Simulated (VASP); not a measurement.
## TlRu: single point with PBE0

The system is TlRu.

```
CELL_PARAMETERS angstrom
3.05910 0.00000 0.00000
-1.52955 2.64926 0.00000
0.00000 0.00000 6.14533
ATOMIC_POSITIONS crystal
Tl 0.00000 0.00000 0.50000
Ru 0.00000 0.00000 0.00000
```

```
Program                            : VASP 6.6.1
Task                               : single point
Functional                         : PBE0
Potentials or basis                : VASP PAW PBE potentials, release 64 (Tl_d, Ru_pv)
Cutoff                             : 520 eV
k mesh                             : 5 × 5 × 3
Occupations                        : fermi-dirac, width 0.1 eV
Spin                               : no spin polarisation
Dipole correction                  : no
Grid for exact exchange (PRECFOCK) : Normal
Further INCAR settings             : ALGO = Normal; EDIFF = 1e-07; NBANDS = 20
```

The pressure is -15.4 GPa.

Stress tensor (GPa, compression positive):
```
-11.98   0.00   0.00
  0.00 -11.98   0.00
  0.00   0.00 -22.26
```

Levels at points of the mesh, in eV from the Fermi level:
```
           k point  band 9  band 10  band 11  band 12  band 13  band 14  band 15  band 16  band 17  band 18
(0.00, 0.00, 0.00)  -11.14    -4.42    -2.77    -1.76    -1.76     0.63     0.71     0.71    10.42    13.68
```

Wall time 18 min on 1 thread of Intel(R) Xeon(R) Platinum 8559C (Emerald Rapids), on a shared host, peak memory 0.17 GiB.

Caveat: the k points lie up to 0.47 Å⁻¹ apart; the PAW data sets were made with another functional, which shifts forces and pressure a little; spin-orbit coupling is left out, which moves the levels of the heavy elements.
